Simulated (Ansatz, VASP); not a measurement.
**Two plane-wave programs on Al3SiNO**

```
Al Si N O
1.0
     4.80972    0.00000    0.00000
     0.00000    3.92093    0.00000
    -2.35120    0.00000    4.31638
Al Si N O
3 1 1 1
Cartesian
  0.0368 0.0000 2.8133
  2.4217 0.0000 1.5031
  1.2293 1.9605 2.1582
  2.4049 1.9605 0.0000
  0.0000 0.0000 0.0000
  -1.1756 1.9605 2.1582
```

Change from the starting cell: species swapped into the DyGaFeCo3 type (P2/m, No. 10).

Alike in both runs: task single point; functional PBE; k mesh 4 × 4 × 4; occupations gaussian, width 0.1 eV; no spin polarisation.

|  | VASP | Ansatz |
| --- | --- | --- |
| version | VASP 6.6.1 | Ansatz 0.2.0 |
| potentials or method | VASP PAW PBE potentials, release 64 (Al, Si, N, O), cutoff 520 eV | scalar-relativistic, plane waves, PAW |
| valence electrons in the cell | 24 | 24 |

|  | VASP | Ansatz | Ansatz less VASP |
| --- | --- | --- | --- |
| gap on the k mesh at the Fermi level (eV) | none | none | - |
| pressure (GPa) | 6.4 | 6.4 | +0.07 |
| traceless stress, the component that is largest in VASP (GPa) | 18.49 | 18.49 | -0.003 |
| rms of the force components (eV/Å) | 0.587 | 0.586 | -0.0010 |

Atom by atom the forces differ by 0.001 eV/Å (rms over components). A gap of «none» marks a metal or a gap that the smearing closes.

The k mesh is coarse, so the values compare programs but aren't converged.
